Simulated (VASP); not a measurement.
**Sb: single point with HSE06**

The system is Sb.

```
Sb
1.0
     2.13974    1.23538    3.73278
    -2.13974    1.23538    3.73278
     0.00000   -2.47076    3.73278
Sb
2
Direct
  0.76651 0.76651 0.76651
  0.23349 0.23349 0.23349
```

```
Program             : VASP 6.6.1
Task                : single point
Functional          : HSE06
Potentials or basis : VASP PAW PBE potentials, release 64 (Sb)
Cutoff              : 520 eV
k mesh              : 4 × 4 × 4
Occupations         : fermi-dirac, width 0.05 eV
Spin                : no spin polarisation
```

```json
{
  "Pressure": "1.1 GPa",
  "Largest force": "0.295 eV/Å"
}
```

Forces on the atoms (eV/Å):
```
Sb   0.000  0.000  0.295
Sb   0.000  0.000 -0.295
```

Stress tensor (GPa, compression positive):
```
1.36 0.00 0.00
0.00 1.36 0.00
0.00 0.00 0.52
```

Levels at points of the mesh, in eV from the Fermi level:
| k point | band 1 | band 2 | band 3 | band 4 | band 5 | band 6 | band 7 | band 8 | band 9 | band 10 |
| --- | --- | --- | --- | --- | --- | --- | --- | --- | --- | --- |
| (0.00, 0.00, 0.00) | -14.17 | -4.88 | -2.33 | -2.01 | -2.01 | 2.61 | 3.35 | 3.35 | 5.72 | 5.72 |
| (0.50, 0.00, 0.00) | -11.49 | -10.68 | -2.19 | -2.03 | -0.26 | 0.17 | 0.57 | 0.83 | 8.46 | 9.07 |
| (0.50, 0.50, 0.00) | -11.44 | -8.74 | -6.10 | -4.25 | -4.12 | 1.90 | 5.91 | 6.49 | 8.16 | 9.49 |
| (0.50, 0.50, 0.50) | -12.41 | -9.97 | -1.48 | -1.48 | -0.12 | 0.41 | 0.41 | 1.47 | 7.90 | 9.52 |

It took 7.1 min on 1 thread of Intel(R) Xeon(R) 6975P-C (Granite Rapids), with other jobs on the host, peak memory 0.3 GiB.

Caveat: the k points lie up to 0.45 Å⁻¹ apart; the PAW data sets were made with another functional, which shifts forces and pressure a little; spin-orbit coupling is left out, which moves the levels of the heavy elements.
